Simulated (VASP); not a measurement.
# Ta2N (P-3m1) in VASP: a series of runs

Runs on Ta2N. Level: LDA. Tasks: single point.

Program: VASP 6.6.1. These are calculated values, not measurements. Logs are shortened: lines on timing, memory, paths and dates and some standing lists are left out, and cuts for length are marked.

**1. The cell of the first run**

The structure is trigonal, space group P-3m1 (No. 164). Conventional cell: a = 3.006 Å, b = 3.006 Å, c = 4.700 Å, α = 90.00°, β = 90.00°, γ = 120.00°. Within 2.8 Å of Ta (site symmetry 3m) lie 3 N at 2.10 Å. Within 2.8 Å of N (site symmetry -3m) lie 6 Ta at 2.10 Å.

**2. Single point, LDA (volume 12.264 Å^3 an atom, c/a of the conventional cell 1.5635)**

Contents of INCAR:

```
ALGO     = Normal         # electronic algorithm
EDIFF    = 1E-6           # SCF threshold, eV
ENCUT    = 520            # plane-wave cutoff, eV
GGA      = CA             # functional
ISIF     = 2              # what is computed and relaxed
ISMEAR   = 0              # smearing method
LASPH    = True           # aspherical terms in the spheres
LCHARG   = False          # write CHGCAR
LREAL    = False          # projectors in reciprocal space
LWAVE    = False          # write WAVECAR
NBANDS   = 20             # bands
NELM     = 100            # most SCF steps
PREC     = Accurate       # precision mode
SIGMA    = 0.15           # smearing width, eV
```

Contents of KPOINTS:

```
k-points
0
Gamma
  18 18 10
```

Contents of POSCAR:

```
Ta2N
1.0
    3.0063696993      0.0000000000      0.0000000000
   -1.5031848497      2.6035925328      0.0000000000
    0.0000000000      0.0000000000      4.7004343749
Ta N
2 1
Direct
    0.6666666667      0.3333333333      0.7466885012
    0.3333333333      0.6666666667      0.2533114988
    0.0000000000      0.0000000000      0.0000000000
```

Potentials or basis: VASP PAW LDA potentials, release 64 (Ta_pv, N).

On the command line:

```
cat potpaw_LDA.64/Ta_pv/POTCAR potpaw_LDA.64/N/POTCAR > POTCAR
mpirun -np 1 vasp_std > vasp.out
```

OUTCAR:

```text
EDIFF = 1E-6
   ENCUT = 520
   GGA = CA
   ISIF = 2
   ISMEAR = 0
   LASPH = True
   LREAL = False
   NELM = 100
   PREC = Accurate

 ion  position               nearest neighbor table
   1  0.667  0.333  0.747-   3 2.10   3 2.10   3 2.10   2 2.90   2 2.90   2 2.90   2 2.95   2 2.95
                             2 2.95
   2  0.333  0.667  0.253-   3 2.10   3 2.10   3 2.10   1 2.90   1 2.90   1 2.90   1 2.95   1 2.95
                             1 2.95
   3  0.000  0.000  0.000-   1 2.10   2 2.10   1 2.10   2 2.10   1 2.10   2 2.10

  LATTYP: Found a hexagonal cell.
 ALAT       =     3.0063696993
 C/A-ratio  =     1.5634918008

  Lattice vectors:

 A1 = (   3.0063696993,   0.0000000000,   0.0000000000)
 A2 = (  -1.5031848497,   2.6035925328,   0.0000000000)
 A3 = (   0.0000000000,   0.0000000000,   4.7004343749)

Analysis of symmetry for initial positions (statically):
=====================================================================
 Subroutine PRICEL returns:
 Original cell was already a primitive cell.

 Routine SETGRP: Setting up the symmetry group for a
 hexagonal supercell.

 Subroutine GETGRP returns: Found 12 space group operations
 (whereof 12 operations were pure point group operations)
 out of a pool of 24 trial point group operations.

The static configuration has the point symmetry D_3d.

Analysis of symmetry for dynamics (positions and initial velocities):
=====================================================================
 Subroutine PRICEL returns:
 Original cell was already a primitive cell.

 Routine SETGRP: Setting up the symmetry group for a
 hexagonal supercell.

 Subroutine GETGRP returns: Found 12 space group operations
 (whereof 12 operations were pure point group operations)
 out of a pool of 24 trial point group operations.

The dynamic configuration has the point symmetry D_3d.

 Subroutine INISYM returns: Found 12 space group operations
 (whereof 12 operations are pure point group operations),
 and found     1 'primitive' translations

----------------------------------------------------------------------------------------

                                     Primitive cell

  volume of cell :      36.7920

  direct lattice vectors                    reciprocal lattice vectors
     3.006369699  0.000000000  0.000000000     0.332627088  0.192042339  0.000000000
    -1.503184850  2.603592533  0.000000000     0.000000000  0.384084678  0.000000000
     0.000000000  0.000000000  4.700434375     0.000000000  0.000000000  0.212746295

  length of vectors
     3.006369699  3.006369699  4.700434375     0.384084678  0.384084678  0.212746295

  position of ions in fractional coordinates (direct lattice)
     0.666666667  0.333333333  0.746688501
     0.333333333  0.666666667  0.253311499
     0.000000000  0.000000000  0.000000000

  ion indices of the primitive-cell ions
   primitive index   ion index
                 1           1
                 2           2
                 3           3

----------------------------------------------------------------------------------------

 KPOINTS: k-points

Automatic generation of k-mesh.
 Grid dimensions read from file:
 generate k-points for:   18   18   10

 Generating k-lattice:

  Cartesian coordinates                     Fractional coordinates (reciprocal lattice)
     0.018479283  0.010669019  0.000000000     0.055555556  0.000000000  0.000000000
     0.000000000  0.021338038  0.000000000     0.000000000  0.055555556  0.000000000
     0.000000000  0.000000000  0.021274630     0.000000000  0.000000000  0.100000000

  Length of vectors
     0.021338038  0.021338038  0.021274630

  Shift w.r.t. Gamma in fractional coordinates (k-lattice)
     0.000000000  0.000000000  0.000000000

 Subroutine IBZKPT returns following result:
 ===========================================

 Found    330 irreducible k-points:

 Following reciprocal coordinates:
            Coordinates               Weight
  0.000000  0.000000  0.000000      1.000000
  0.055556  0.000000  0.000000      6.000000
  0.111111  0.000000  0.000000      6.000000
  0.166667  0.000000  0.000000      6.000000
  0.222222  0.000000  0.000000      6.000000
  0.277778  0.000000  0.000000      6.000000
[... 16 lines left out ...]
  0.333333  0.111111  0.000000     12.000000
  0.388889  0.111111  0.000000     12.000000
 [... further k-points ...]
   k-points           NKPTS =    330   k-points in BZ     NKDIM =    330   number of bands    NBANDS=     20
   number of dos      NEDOS =    301   number of ions     NIONS =      3
   total plane-waves  NPLWV =  20736
   dimension x,y,z NGX =    24 NGY =   24 NGZ =   36
   dimension x,y,z NGXF=    48 NGYF=   48 NGZF=   72
   ions per type =               2   1
   NGX,Y,Z   is equivalent  to a cutoff of  13.27, 13.27, 12.73 a.u.
   NGXF,Y,Z  is equivalent  to a cutoff of  26.54, 26.54, 25.47 a.u.
 SYSTEM =  unknown system
   PREC   = accura    normal or accurate (medium, high low for compatibility)
   ISTART =      0    job   : 0-new  1-cont  2-samecut
   ICHARG =      2    charge: 1-file 2-atom 10-const
   ISPIN  =      1    spin polarized calculation?
   LNONCOLLINEAR =      F non collinear calculations
   LSORBIT =      F    spin-orbit coupling
   LASPH  =      T    aspherical Exc in radial PAW
   ENCUT  =  520.0 eV  38.22 Ry    6.18 a.u.   5.59  5.59  8.74*2*pi/ulx,y,z
   NELM   =    100;   NELMIN=  2; NELMDL= -5     # of ELM steps
   EDIFF  = 0.1E-05   stopping-criterion for ELM
   LREAL  =      F    real-space projection
   EDIFFG = 0.1E-04   stopping-criterion for IOM
   NSW    =      0    number of steps for IOM
   IBRION =     -1    ionic relax: 0-MD 1-quasi-New 2-CG
   NFREE  =      0    steps in history (QN), initial steepest desc. (CG)
   ISIF   =      2    stress and relaxation
   ISYM   =      2    0-nonsym 1-usesym 2-fastsym
   POTIM  = 0.5000    time-step for ionic-motion
   TEBEG  =    0.0;   TEEND  =   0.0 temperature during run
   PSTRESS=    0.0 pullay stress
   NELECT =      27.0000    total number of electrons
   NUPDOWN=      -1.0000    fix difference up-down
   EMIN   =  10.00;   EMAX   =-10.00  energy-range for DOS
   EFERMI =   0.00;   METHOD = LEGACY
   ISMEAR =     0;   SIGMA  =   0.15  broadening in eV -4-tet -1-fermi 0-gaus
   EFERMI_NEDOS =   21; number of points for ismear=-14 and -15
   IALGO  =     38    algorithm
   IMIX   =      4    mixing-type and parameters
     AMIX     =   0.40;   BMIX     =  1.00
     AMIX_MAG =   1.60;   BMIX_MAG =  1.00
  volume/ion in A,a.u.               =      12.26        82.76
  Fermi-wavevector in a.u.,A,eV,Ry     =   1.476652  2.790468 29.667537  2.180502
  Thomas-Fermi vector in A             =   2.591153
   LORBIT       =      0    0 simple, 1 ext, 2 COOP (PROOUT), +10 PAW based schemes
   GGA     = CA    functional components
   LHFCALC =     F    Hartree Fock is set to
   AEXX    =    0.0000 exact exchange contribution
   IVDW    =     0    specifies the selected vdW correction
   LEPSILON=     F    determine dielectric tensor
   LRPA    =     F    only Hartree local field effects (RPA)
 non-spin polarized calculation
 Gauss-broadening in eV      SIGMA  =   0.15
  energy-cutoff  :      520.00
  volume of cell :       36.79
 maximum number of plane-waves:      1020
 NGX is ok and might be reduce to    24
   NGX = 11   NGY = 11   NGZ = 17

 number of electron      26.9999996 magnetization

 Free energy of the ion-electron system (eV)
  ---------------------------------------------------
  ext. energy  EPLUGINS =         0.00000000
  ---------------------------------------------------
  free energy    TOTEN  =       -37.51531931 eV

  energy without entropy =      -37.50277011  energy(sigma->0) =      -37.50904471

 E-fermi :   8.3272     XC(G=0): -13.5990

 val. band max:        8.3240118796   @ k =   0.2222   0.0000   0.0000
 cond. band min:       8.3328937372   @ k =   0.0556   0.0556   0.0000
 fundamental gap:      0.0088818576
 Fermi energy:         8.3271912200

 k-point     1 :       0.0000    0.0000    0.0000
  band No.  band energies     occupation
      1     -27.2147      2.00000
      2     -26.1252      2.00000
      3     -26.1252      2.00000
      4     -25.9498      2.00000
      5     -25.9498      2.00000
      6     -25.8046      2.00000
[... 12 lines left out ...]
     19       9.6958      0.00000
     20      14.1443      0.00000

 k-point     2 :       0.0556    0.0000    0.0000
  band No.  band energies     occupation
      1     -27.2014      2.00000
      2     -26.1534      2.00000
      3     -26.1356      2.00000
      4     -25.9780      2.00000
      5     -25.9514      2.00000
      6     -25.8097      2.00000
[... 12 lines left out ...]
     19       9.9704      0.00000
     20      14.2101      0.00000

 k-point     3 :       0.1111    0.0000    0.0000
  band No.  band energies     occupation
      1     -27.1624      2.00000
      2     -26.2347      2.00000
      3     -26.1647      2.00000
      4     -26.0572      2.00000
      5     -25.9571      2.00000
      6     -25.8253      2.00000
[... 12 lines left out ...]
     19      10.7257      0.00000
     20      14.2288      0.00000

 k-point     4 :       0.1667    0.0000    0.0000
  band No.  band energies     occupation
      1     -27.1003      2.00000
      2     -26.3592      2.00000
      3     -26.2066      2.00000
      4     -26.1734      2.00000
      5     -25.9679      2.00000
      6     -25.8519      2.00000
[... 12 lines left out ...]
     19      11.7911      0.00000
     20      14.0496      0.00000

 k-point     5 :       0.2222    0.0000    0.0000
  band No.  band energies     occupation
      1     -27.0198      2.00000
      2     -26.5111      2.00000
      3     -26.3087      2.00000
      4     -26.2553      2.00000
      5     -25.9837      2.00000
      6     -25.8902      2.00000
[... 12 lines left out ...]
     19      12.8160      0.00000
     20      13.8345      0.00000
[... 353 lines left out ...]
      6     -25.9558      2.00000
[... 12 lines left out ...]
     19      13.6172      0.00000
     20      14.1544      0.00000

 k-point    22 :       0.2778    0.1111    0.0000
  band No.  band energies     occupation
      1     -26.8647      2.00000
      2     -26.7401      2.00000
      3     -26.6079      2.00000
      4     -26.3532      2.00000
      5     -26.0862      2.00000
      6     -26.0150      2.00000
[... 12 lines left out ...]
     19      13.7184      0.00000
     20      14.3764      0.00000

 k-point    23 :       0.3333    0.1111    0.0000
  band No.  band energies     occupation
      1     -26.9470      2.00000
      2     -26.6979      2.00000
      3     -26.6434      2.00000
      4     -26.4142      2.00000
      5     -26.1076      2.00000
      6     -26.0785      2.00000
[... 12 lines left out ...]
     19      13.7846      0.00000
     20      14.0784      0.00000

 k-point    24 :       0.3889    0.1111    0.0000
  band No.  band energies     occupation
      1     -27.0151      2.00000
      2     -26.7192      2.00000
      3     -26.5862      2.00000
      4     -26.4537      2.00000
      5     -26.1396      2.00000
      6     -26.1173      2.00000
[... 12 lines left out ...]
     19      13.7147      0.00000
     20      13.8831      0.00000

 [... further k-points ...]
[... 5 lines left out ...]
  --------------------------------------------------------------------------------------
  -------------------------------------------------------------------------------------
  Total        4.9532804      4.9532804      4.9433975     -0.0000000      0.0000000      0.0000000
  in kB      215.6999754    215.6999754    215.2696068     -0.0000000      0.0000000      0.0000000
  external PRESSURE =     215.5565192 kB  Pullay stress =       0.0000000 kB

 VOLUME and BASIS-vectors are now :
 -----------------------------------------------------------------------------
  energy-cutoff  :      520.00
  volume of cell :       36.79
      direct lattice vectors                 reciprocal lattice vectors
     3.006369699  0.000000000  0.000000000     0.332627088  0.192042339  0.000000000
    -1.503184850  2.603592533  0.000000000     0.000000000  0.384084678  0.000000000
     0.000000000  0.000000000  4.700434375     0.000000000  0.000000000  0.212746295

 POSITION                                       TOTAL-FORCE (eV/Angst)
 -----------------------------------------------------------------------------------
      1.50318      0.86786      3.50976        -0.000000      0.000000     -0.506976
     -0.00000      1.73573      1.19067         0.000000      0.000000      0.506976
      0.00000      0.00000      0.00000         0.000000      0.000000      0.000000
 -----------------------------------------------------------------------------------
    total drift:                                0.000000     -0.000000      0.000000

  FREE ENERGIE OF THE ION-ELECTRON SYSTEM (eV)
  ---------------------------------------------------
  free  energy   TOTEN  =       -37.5153193094 eV

  energy  without entropy=      -37.5027701137  energy(sigma->0) =      -37.50904471
```

Run time: 3.1 min. Hardware: 1 thread of Intel Xeon 6975P-C, shared host; peak memory 0.32 GiB.

Results:

* Free energy: -37.5153 eV
* Pressure: 21.6 GPa
* Largest force: 0.507 eV/Å

Forces in eV/Å, atoms in the order of the input:
```
Ta   0.000  0.000 -0.507
Ta   0.000  0.000  0.507
N    0.000  0.000  0.000
```

Levels at points of the mesh, in eV from the Fermi level:
```csv
k point,band 10,band 11,band 12,band 13,band 14,band 15,band 16,band 17
"(0.00, 0.00, 0.00)",-6.63,-4.65,-0.76,-0.29,-0.29,0.29,0.29,0.41
"(0.50, 0.00, 0.00)",-6.90,-5.08,-2.60,-1.19,2.09,2.21,4.26,4.58
"(0.00, 0.00, 0.50)",-6.84,-3.01,-2.57,-1.30,-1.30,2.05,2.59,2.59
"(0.50, 0.00, 0.50)",-6.56,-3.64,-2.03,-1.97,-0.16,0.89,3.75,4.01
```

Caveat: spin-orbit coupling is left out, which moves the levels of the heavy elements.

**3. Single point, LDA (volume 12.264 Å^3 an atom, c/a of the conventional cell 1.6493)**

Contents of INCAR:

```
SYSTEM = Ta2N
PREC = Accurate
ENCUT = 520
EDIFF = 1E-6
ISMEAR = 0
SIGMA = 0.15
LREAL = .False.
LASPH = .True.
NELM = 60
ALGO = Normal
ISIF = 2
LWAVE = .False.
LCHARG = .True.
GGA = CA
LELF = .True.
LVHAR = .True.
NBANDS = 20
```

Contents of KPOINTS:

```
regular mesh
0
Gamma
  18 18 10
  0 0 0
```

Contents of POSCAR:

```
Ta2N
1.0
    2.9533009287      0.0000000000      0.0000000000
   -1.4766504644      2.5576336293      0.0000000000
    0.0000000000      0.0000000000      4.8708792217
Ta N
2 1
Direct
    0.6666666667      0.3333333333      0.7466885012
    0.3333333333      0.6666666667      0.2533114988
    0.0000000000      0.0000000000      0.0000000000
```

Potentials or basis: VASP PAW LDA potentials, release 64 (Ta_pv, N).

On the command line:

```
cat potpaw_LDA.64/Ta_pv/POTCAR potpaw_LDA.64/N/POTCAR > POTCAR
mpirun -np 1 vasp_std > vasp.out
```

Wall time 2.9 min (1 thread of Intel Xeon 6975P-C, shared host); peak memory 0.32 GiB.

Results (log left out):

* Free energy: -37.4610 eV
* Pressure: 21.8 GPa
* Largest force: 0.978 eV/Å

Forces in eV/Å, atoms in the order of the input:
```
Ta   0.000  0.000 -0.978
Ta   0.000  0.000  0.978
N    0.000  0.000  0.000
```

Stress tensor (GPa, compression positive):
```
26.22  0.00  0.00
 0.00 26.22  0.00
 0.00  0.00 13.11
```

Levels at points of the mesh, in eV from the Fermi level:
```csv
k point,band 12,band 13,band 14,band 15,band 16,band 17
"(0.00, 0.00, 0.00)",-1.27,-0.28,-0.28,0.34,0.73,0.73
"(0.50, 0.00, 0.00)",-2.45,-1.06,1.36,2.71,4.48,4.58
"(0.00, 0.00, 0.50)",-2.80,-1.04,-1.04,1.75,2.58,2.58
"(0.50, 0.00, 0.50)",-1.93,-1.90,-0.40,1.11,4.25,4.48
```

Caveat: spin-orbit coupling is left out, which moves the levels of the heavy elements.

**4. Single point, LDA (volume 13.301 Å^3 an atom, c/a of the conventional cell 1.4430)**

Contents of INCAR:

```
SYSTEM = Ta2N
  PREC = Accurate
  ENCUT = 520
  EDIFF = 1E-7
  ISMEAR = 0
  SIGMA = 0.15
  LREAL = .False.
  LASPH = .True.
  NELM = 60
  ALGO = Normal
  ISIF = 2
  LWAVE = .False.
  LCHARG = .True.
  LELF = .True.
  LVHAR = .True.
  NBANDS = 20
```

Contents of KPOINTS:

```
Automatic mesh
0
Gamma
  18 18 10
  0 0 0
```

Contents of POSCAR:

```
Ta2N
1.0
    3.1725089926      0.0000000000      0.0000000000
   -1.5862544963      2.7474733813      0.0000000000
    0.0000000000      0.0000000000      4.5779304764
Ta N
2 1
Direct
    0.6666666667      0.3333333333      0.7466885012
    0.3333333333      0.6666666667      0.2533114988
    0.0000000000      0.0000000000      0.0000000000
```

On the command line:

```
cat potpaw_LDA.64/Ta_pv/POTCAR potpaw_LDA.64/N/POTCAR > POTCAR
mpirun -np 1 vasp_std > vasp.out
```

It took 9.9 min on 1 thread of AMD EPYC 7R13, shared host; peak memory 0.3 GiB.

It converged, with:

| Item | Value |
| --- | --- |
| Free energy | -37.5221 eV |
| Pressure | -5.6 GPa |
| Largest force | 0.673 eV/Å |

Forces on the atoms (eV/Å):
```
Ta   0.000  0.000  0.673
Ta   0.000  0.000 -0.673
N    0.000  0.000  0.000
```

Stress tensor (GPa, compression positive):
```
-12.13   0.00   0.00
  0.00 -12.13   0.00
  0.00   0.00   7.32
```

Levels at points of the mesh, in eV from the Fermi level:
| k point | band 9 | band 10 | band 11 | band 12 | band 13 | band 14 | band 15 | band 16 | band 17 | band 18 |
| --- | --- | --- | --- | --- | --- | --- | --- | --- | --- | --- |
| (0.00, 0.00, 0.00) | -6.38 | -6.38 | -4.50 | -0.22 | -0.22 | -0.16 | -0.16 | 0.15 | 0.46 | 1.30 |
| (0.50, 0.00, 0.00) | -6.53 | -6.12 | -4.53 | -2.64 | -1.32 | 1.37 | 2.79 | 3.63 | 3.90 | 3.98 |
| (0.00, 0.00, 0.50) | -6.62 | -6.62 | -2.16 | -2.06 | -1.48 | -1.48 | 2.01 | 2.25 | 2.55 | 2.55 |
| (0.50, 0.00, 0.50) | -6.36 | -6.19 | -2.96 | -2.05 | -1.98 | 0.32 | 0.56 | 2.75 | 3.10 | 3.73 |

Caveat: spin-orbit coupling is left out, which moves the levels of the heavy elements.

(Continued in part 2 of 2.)
